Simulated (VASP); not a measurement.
Here is a VASP 6.6.1 calculation.

Contents of INCAR:

```
PREC = Accurate
ENCUT = 520
EDIFF = 1E-6
ISMEAR = -1
SIGMA = 0.1
LREAL = F
LASPH = T
NELM = 60
ALGO = Normal
ISIF = 2
LWAVE = F
LCHARG = T
LDIPOL = T
IDIPOL = 3
DIPOL = 0.5 0.5 0.500
GGA = PE
LELF = T
LVHAR = T
LVACPOTAV = T
NBANDS = 43
```

KPOINTS

```
Automatic mesh
0
Gamma
  10 10 1
```

Contents of POSCAR:

```
Mo
1.0
    4.4701026966      0.0000000000      0.0000000000
   -2.2350513483      3.8712224928      0.0000000000
    0.0000000000      0.0000000000     19.6498000000
Mo
5
Direct
    0.8333333333      0.1666666667      0.4205312813
    0.1666666667      0.8333333333      0.4571710423
    0.5000000000      0.5000000000      0.4999999845
    0.8333333333      0.1666666667      0.5428289628
    0.1666666667      0.8333333333      0.5794687290
```

Potentials or basis: VASP PAW PBE potentials, release 64 (Mo_sv).

The run is started by

```console
$ cat potpaw_PBE.64/Mo_sv/POTCAR > POTCAR
$ mpirun -np 1 vasp_std > vasp.out
```

Question: What does it give for the largest force?

Answer: 0.069 eV/Å.

Forces on the atoms (eV/Å):
```
Mo   0.000  0.000 -0.069
Mo   0.000  0.000 -0.062
Mo   0.000  0.000  0.000
Mo   0.000  0.000  0.062
Mo   0.000  0.000  0.069
```
